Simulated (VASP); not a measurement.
Crystal: Pt.

```xyz
2
Lattice="2.7607 0.0000 0.0000 -1.3803 2.3908 0.0000 0.0000 0.0000 4.7921" Properties=species:S:1:pos:R:3 pbc="T T T"
Pt    1.3803    0.7969    3.5941
Pt    0.0000    1.5939    1.1980
```

Base run:

- Program: VASP 6.6.1
- Functional: r2SCAN
- Potentials or basis: VASP PAW PBE potentials, release 64 (Pt_sv_GW)
- Cutoff: 550 eV
- k mesh: 9 × 9 × 5
- Occupations: fermi-dirac, width 0.1 eV
- Spin: no spin polarisation

Its results: band gap on the k mesh zero (band 18 reaches 9.98 eV, above the bottom of band 19 at 8.87 eV); pressure -8.4 GPa.

**Question.** The run is repeated on the same cell with these changes: k mesh from 9 × 9 × 5 to 7 × 7 × 4. What comes out?

**Answer.** Band gap on the k mesh zero (band 18 reaches 9.87 eV, above the bottom of band 19 at 8.75 eV); pressure -7.8 GPa.

Caveats: some runs use coarse meshes; the PAW data sets were made with another functional, which shifts forces and pressure a little; spin-orbit coupling is left out, which moves the levels of the heavy elements.
